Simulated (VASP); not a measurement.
Here is a VASP 6.6.1 calculation.

Contents of POSCAR:

```
SiC
1.0
    3.0780680000      0.0000000000      0.0000000000
   -1.5390340000      2.6656850000      0.0000000000
    0.0000000000      0.0000000000     10.0759470000
Si C
4 4
Direct
    0.0000000000      0.0000000000      0.4998400000
    0.3333330000      0.6666670000      0.2499120000
    0.6666670000      0.3333330000      0.7499120000
    0.0000000000      0.0000000000      0.9998400000
    0.0000000000      0.0000000000      0.1873030000
    0.0000000000      0.0000000000      0.6873030000
    0.3333330000      0.6666670000      0.4379450000
    0.6666670000      0.3333330000      0.9379450000
```

The input INCAR.step1:

```
  ALGO = Normal
  EDIFF = 1E-4
  ENCUT = 520
  GGA = PE
  ISMEAR = -1
  LASPH = True
  LCHARG = False
  LREAL = False
  LWAVE = True
  NBANDS = 26
  NELM = 80
  PREC = Accurate
  SIGMA = 0.05
```

File INCAR.step2:

```
  ALGO = Normal
  EDIFF = 1E-6
  ENCUT = 520
  ISIF = 2
  ISMEAR = -1
  ISTART = 1
  LASPH = True
  LCHARG = True
  LELF = True
  LMIXTAU = True
  LREAL = False
  LVHAR = True
  LWAVE = False
  METAGGA = R2SCAN
  NBANDS = 26
  NELM = 80
  PREC = Accurate
  SIGMA = 0.05
```

The input KPOINTS:

```
k-points
0
Gamma
  9 9 3
```

Potentials or basis: VASP PAW PBE potentials, release 64 (Si, C).

Run with:

```bash
$ cat potpaw_PBE.64/Si/POTCAR potpaw_PBE.64/C/POTCAR > POTCAR
$ cp INCAR.step1 INCAR
$ mpirun -np 1 vasp_std > vasp.out
$ cp INCAR.step2 INCAR
$ mpirun -np 1 vasp_std > vasp.out
```

(1) What does it give for the pressure?

(2) Estimate the band gap on the k mesh.

## Answers

(1) -0.2 GPa.

(2) 2.73 eV (least direct gap 3.87 eV).

Caveat: the PAW data sets were made with another functional, which shifts forces and pressure a little; an odd mesh through Γ misses points on the zone boundary, where band edges can lie.
